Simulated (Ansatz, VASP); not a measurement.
## Cr: VASP beside Ansatz

The input INCAR:

```
PREC = Accurate ; ENCUT = 520
EDIFF = 1E-6 ; ISMEAR = -1
SIGMA = 0.03 ; LREAL = F
LASPH = T ; NELM = 150
ALGO = Normal ; ISIF = 2
LWAVE = F ; LCHARG = F
ISPIN = 2 ; MAGMOM = 3 3
LORBIT = 11 ; LMAXMIX = 4
NBANDS = 23
```

The input KPOINTS:

```
regular mesh
0
Gamma
  12 12 7
```

POSCAR

```
Cr
1.0
    2.7584997124      0.0000000000      0.0000000000
   -1.3792498562      2.3889308273      0.0000000000
    0.0000000000      0.0000000000      4.4823079335
Cr
2
Direct
    0.3333333333      0.6666666667      0.2500000000
    0.6666666667      0.3333333333      0.7500000000
```

Input for Ansatz:

```yaml
crystal:
  lattice:
    - [2.7584997124, 0.0, 0.0]
    - [-1.3792498562, 2.3889308273, 0.0]
    - [0.0, 0.0, 4.4823079335]
  atoms:
    - { symbol: Cr, position: [0.3333333333, 0.6666666667, 0.25], spin: 3.0 }
    - { symbol: Cr, position: [0.6666666667, 0.3333333333, 0.75], spin: 3.0 }
magnetization:
  spin_polarized: true
kpoints:
  mp_grid: { grid: [12, 12, 7] }
scf:
  occupations: { method: fermi_dirac, width: 0.03 }
  lower_state_search: "off"
hamiltonian:
  xc: lda
  pseudopotentials: { kind: paw }
output:
  forces: true
  stress: true
  eigenvalues: true
  populations: true
  write_density: true
  write_potential: true
  elf: true
  volumetric_format: npy
```

Change from the starting cell: volume scaled by 1.05, PAW files.

Alike in both runs: task single point; functional LDA; k mesh 12 × 12 × 7; occupations fermi-dirac, width 0.03 eV; collinear spin.

|  | VASP | Ansatz |
| --- | --- | --- |
| version | VASP 6.6.1 | Ansatz 0.2.0 |
| potentials or method | VASP PAW LDA potentials, release 64 (Cr_pv) | PAW with Ansatz's default frozen-core files, scalar-relativistic |
| plane-wave cutoff (eV) | 520 | 420 |
| valence electrons in the cell | 24 | 28 |

|  | VASP | Ansatz | Ansatz less VASP |
| --- | --- | --- | --- |
| pressure (GPa) | -41.6 | -40.5 | +1.06 |
| traceless stress, the component that is largest in VASP (GPa) | 3.44 | 2.32 | -1.117 |
| net moment per atom (μB) | 0.65 | 0.90 | +0.253 |
| size of the moment on the site where the two differ most (μB) | 0.59 | 0.83 | +0.230 |

The net moments are unlike, so the other rows may belong to different states. LDA's correlation is that of Perdew and Zunger in VASP and of Perdew and Wang (1992) in Ansatz. Site moments also hang on the region over which each program counts them. Both programs put the cell under strong tension, so it lies far from rest at this level. VASP's potentials hold 24 valence electrons a cell and Ansatz's 28, so a difference there can come from the potentials and not from the codes.

Noted on VASP's run: the cell as given lies far from equilibrium.
